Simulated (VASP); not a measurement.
Input of a VASP 6.6.1 run:

INCAR

```
SYSTEM = TmB3Au
PREC = Accurate
ENCUT = 500
EDIFF = 1E-6
ISMEAR = 0
SIGMA = 0.1
LREAL = .False.
LASPH = .True.
NELM = 200
ALGO = Normal
ISIF = 2
LWAVE = .False.
LCHARG = .True.
GGA = PE
LELF = .True.
LVHAR = .True.
NBANDS = 40
GGA_COMPAT = .False.
LMAXMIX = 6
```

Contents of KPOINTS:

```
Automatic mesh
0
Gamma
  10 10 6
  0 0 0
```

The input POSCAR:

```
TmB3Au
1.0
    1.5908268614     -7.7378705698      0.0000000000
    1.5908268614      7.7378705698      0.0000000000
    0.0000000000      0.0000000000      5.1831597642
Tm B Au
2 6 2
Direct
    0.1262443327      0.8737556673      0.2500000000
    0.8737556673      0.1262443327      0.7500000000
    0.1521410946      0.8478589054      0.7500000000
    0.7521594156      0.2478405844      0.4162888164
    0.7521594156      0.2478405844      0.0837111836
    0.2478405844      0.7521594156      0.9162888164
    0.2478405844      0.7521594156      0.5837111836
    0.8478589054      0.1521410946      0.2500000000
    0.5523148875      0.4476851125      0.7500000000
    0.4476851125      0.5523148875      0.2500000000
```

Potentials or basis: VASP PAW PBE potentials, release 64 (Tm_3, B, Au), 4f in core.

Command:

```sh
$ cat potpaw_PBE.64/Tm_3/POTCAR potpaw_PBE.64/B/POTCAR potpaw_PBE.64/Au/POTCAR > POTCAR
$ mpirun -np 1 vasp_std > vasp.out
```

Question: What does it give for the band gap on the k mesh?

Answer: Zero (bands 29 and 30 overlap by 2.08 eV).

Question: Estimate the largest force.

Answer: 0.044 eV/Å.

Forces on the atoms (eV/Å):
```
Tm   0.000  0.044  0.000
Tm   0.000 -0.044  0.000
B    0.000  0.009  0.000
B    0.000  0.008  0.012
B    0.000  0.008 -0.012
B    0.000 -0.008  0.012
B    0.000 -0.008 -0.012
B    0.000 -0.009  0.000
Au   0.000 -0.004  0.000
Au   0.000  0.004  0.000
```

Caveat: spin-orbit coupling is left out, which moves the levels of the heavy elements; the 4f electrons are frozen in the core, so they carry no moment and show no levels. Spin polarisation is off, so any magnetic state and its effect on volume and gap are missing.
